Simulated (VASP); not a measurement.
Runs of VASP 6.6.1 on Al. The structure is that of space group Im-3m (No. 229), or close to it. The cells are those of the table. 

```tsv
level	cell	k mesh	gap on the mesh (eV)	pressure (GPa)
r2SCAN	a = 2.811 Å, angles 109.5°, 1 atom	18 × 18 × 18	none	-4.1
PBE	a = 2.784 Å, angles 109.5°, 1 atom	8 × 8 × 8	none	(a)
r2SCAN	a = 2.787 Å, angles 109.5°, 1 atom	18 × 18 × 18	none	-2.4
PBE	a = 2.811 Å, angles 109.5°, 1 atom	8 × 8 × 8	none	(b)
PBE	a = 2.797 Å, angles 109.5°, 1 atom	8 × 8 × 8	none	1.0
r2SCAN	a = 2.762 Å, angles 109.5°, 1 atom	18 × 18 × 18	none	-0.4
```

Alike in all rows: task single point; potentials or basis VASP PAW PBE potentials, release 64 (Al); no spin polarisation; cutoff (eV) 520; smearing gaussian 0.05 eV.

Task: Fill in the values left out.

Result: (a) 2.1; (b) 0.0.

Caveats: the PAW data sets were made with another functional, which shifts forces and pressure a little (some runs).

A gap of «none» marks levels without a gap at the run's occupations.
